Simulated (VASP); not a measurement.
Input of a VASP 6.6.1 run:

File POSCAR:

```
AlGa3N4
1.0
    5.1510825150      0.0000000000      0.0000622431
    0.0000000000      3.1792379168      0.0000000000
   -0.0036184697      0.0000000000      5.3948396732
Al Ga N
1 3 4
Direct
    0.0001350419      0.5000000000      0.6678038503
    0.4985240658      0.5000000000      0.3344332955
    0.4985810700      0.0000000000      0.8307060948
    0.9991386729      0.0000000000      0.1668711138
    0.1201039387      0.5000000000      0.3386819566
    0.1178426257      0.0000000000      0.8239696763
    0.6207721955      0.0000000000      0.1682338073
    0.6325023997      0.5000000000      0.6693012053
```

The input INCAR.step1:

```
SYSTEM = AlGa3N4
ALGO     = Normal         ! electronic algorithm
EDIFF    = 1E-4           ! SCF threshold, eV
ENCUT    = 520            ! plane-wave cutoff, eV
GGA      = PE             ! functional
ISMEAR   = 0              ! smearing method
LASPH    = .True.         ! aspherical terms in the spheres
LCHARG   = .False.        ! write CHGCAR
LREAL    = .False.        ! projectors in reciprocal space
LWAVE    = .True.         ! write WAVECAR
NBANDS   = 41             ! bands
NELM     = 100            ! most SCF steps
PREC     = Accurate       ! precision mode
SIGMA    = 0.02           ! smearing width, eV
```

The input INCAR.step2:

```
SYSTEM = AlGa3N4
ALGO     = Normal         ! electronic algorithm
EDIFF    = 1E-6           ! SCF threshold, eV
ENCUT    = 520            ! plane-wave cutoff, eV
ISIF     = 2              ! what is computed and relaxed
ISMEAR   = 0              ! smearing method
ISTART   = 1            
LASPH    = .True.         ! aspherical terms in the spheres
LCHARG   = .False.        ! write CHGCAR
LMIXTAU  = .True.       
LREAL    = .False.        ! projectors in reciprocal space
LWAVE    = .False.        ! write WAVECAR
METAGGA  = R2SCAN         ! meta-GGA
NBANDS   = 41             ! bands
NELM     = 100            ! most SCF steps
PREC     = Accurate       ! precision mode
SIGMA    = 0.02           ! smearing width, eV
```

KPOINTS

```
k-points
0
Gamma
  6 8 4
  0 0 0
```

Potentials or basis: VASP PAW PBE potentials, release 64 (Al, Ga_d, N).

Run with:

```sh
$ cat potpaw_PBE.64/Al/POTCAR potpaw_PBE.64/Ga_d/POTCAR potpaw_PBE.64/N/POTCAR > POTCAR
$ cp INCAR.step1 INCAR
$ mpirun -np 1 vasp_std > vasp.out
$ cp INCAR.step2 INCAR
$ mpirun -np 1 vasp_std > vasp.out
```

(1) Predict the pressure.

(2) Estimate the largest force.

(3) Predict the band gap on the k mesh.

Results:

(1) 2.3 GPa.

(2) 0.088 eV/Å.

(3) 2.88 eV.

Caveat: the cell differs from its parent crystal (uniaxial strain along c: -1.5 %, then relaxed in part); the PAW data sets were made with another functional, which shifts forces and pressure a little.
